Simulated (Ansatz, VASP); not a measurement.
**SrO: VASP beside Ansatz**

```
CELL_PARAMETERS angstrom
0.00000 2.56980 2.59550
2.56980 0.00000 2.59550
2.56980 2.56980 0.00000
ATOMIC_POSITIONS crystal
Sr 0.00000 0.00000 0.00000
O 0.50000 0.50000 0.50000
```

Change from the starting cell: zz strain of +1 %.

Alike in both runs: task single point; functional PBE; k mesh 8 × 8 × 8; occupations fermi-dirac, width 0.02 eV; no spin polarisation.

|  | VASP | Ansatz |
| --- | --- | --- |
| version | VASP 6.6.1 | Ansatz 0.2.0 |
| potentials or method | VASP PAW PBE potentials, release 64 (Sr_sv, O), cutoff 520 eV | all-electron LAPW, scalar-relativistic |

|  | VASP | Ansatz | Ansatz less VASP |
| --- | --- | --- | --- |
| gap on the k mesh at the Fermi level (eV) | 3.25 | 3.29 | +0.047 |
| pressure (GPa) | 2.6 | 2.0 | -0.56 |
| traceless stress, the component that is largest in VASP (GPa) | -0.89 | -0.84 | +0.046 |

Ansatz ran all-electron here, and VASP with PAW potentials.
